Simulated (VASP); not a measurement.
WSe2, 3 atoms in the cell. It takes space group R3m (No. 160, trigonal). Conventional cell: a = 3.284 Å, b = 3.284 Å, c = 19.146 Å, α = 90.00°, β = 90.00°, γ = 120.00°. Within 3.3 Å of W (site symmetry 3m) lie 6 Se at 2.53 Å and 6 W at 3.28 Å. Se (site symmetry 3m) has 3 W at 2.53 Å and 7 Se at 3.28 to 3.36 Å within 3.4 Å. Within 3.4 Å of Se (site symmetry 3m) lie 3 W at 2.53 Å and 7 Se at 3.28 to 3.36 Å. 

- Program: VASP 6.6.1
- Task: single point
- Functional: PBE
- Dispersion: D3(BJ)
- Potentials or basis: VASP PAW PBE potentials, release 64 (W_sv, Se)
- Cutoff: 520 eV
- k mesh: 9 × 9 × 9
- Occupations: gaussian, width 0.02 eV
- Spin: no spin polarisation
- Dipole correction: no
- Further INCAR settings: ALGO = Normal; EDIFF = 1e-07; NBANDS = 20

Potentials or basis: VASP PAW PBE potentials, release 64 (W_sv, Se).

Run with:

```console
$ cat potpaw_PBE.64/W_sv/POTCAR potpaw_PBE.64/Se/POTCAR > POTCAR
$ mpirun -np 1 vasp_std > vasp.out
```

Hardware: 1 thread of Intel Xeon 8259CL, with other jobs on the host.

**Question.** How long does it take, and how much memory?

**Answer.** Run time: 9.1 min on 1 thread of Intel Xeon 8259CL, on a shared host, peak memory 0.41 GiB. Counts: scf iterations 14, k points 85.
